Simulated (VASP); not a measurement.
## Se: single point with PBE+D3(BJ)

Crystal: Se.

```xyz
1
Lattice="2.8106 0.0000 0.0000 0.0000 2.8106 0.0422 0.0000 0.0422 2.8106" Properties=species:S:1:pos:R:3 pbc="T T T"
Se    0.0000    0.0000    0.0000
```

This cell differs from its parent crystal: strain +0.0300 x Voigt [0, 0, 0, 1, 0, 0].

* Program: VASP 6.6.1
* Task: single point
* Functional: PBE
* Dispersion: D3(BJ)
* Potentials or basis: VASP PAW PBE potentials, release 64 (Se)
* Cutoff: 520 eV
* k mesh: 16 × 16 × 16
* Occupations: gaussian, width 0.15 eV
* Spin: no spin polarisation

```
Pressure                   : -1.3 GPa
Band gap on the k mesh     : zero (band 3 reaches 7.77 eV, above the bottom of band 4 at 1.69 eV)
Dispersion energy per atom : -0.395 eV
```

Stress tensor (GPa, compression positive):
```
-1.35  0.00  0.00
 0.00 -1.35 -0.27
 0.00 -0.27 -1.35
```

Levels at points of the mesh, in eV from the Fermi level:
```csv
k point,band 1,band 2,band 3,band 4,band 5,band 6,band 7,band 8
"(0.00, 0.00, 0.00)",-16.12,1.42,1.49,1.57,7.81,7.82,8.04,22.30
"(0.50, 0.00, 0.00)",-14.00,-7.03,2.87,3.03,10.01,11.76,12.68,13.59
"(0.00, 0.50, 0.00)",-14.00,-7.02,2.93,2.95,9.97,11.69,12.70,13.66
"(0.50, 0.50, 0.00)",-11.88,-5.06,-5.06,2.92,4.26,13.48,15.85,15.98
"(0.00, 0.50, 0.50)",-11.88,-5.22,-4.88,2.93,4.27,13.56,15.70,16.06
"(0.50, 0.50, 0.50)",-9.71,-3.48,-3.32,-3.15,5.65,5.87,6.08,10.00
```

Run time: 37 s on 1 thread of Intel(R) Xeon(R) Platinum 8559C (Emerald Rapids), with other jobs on the host, peak memory 0.25 GiB.

Caveat: the cell differs from its parent crystal (strain +0.0300 x Voigt [0, 0, 0, 1, 0, 0]); pairwise dispersion overbinds metals, which lowers pressure and volume.
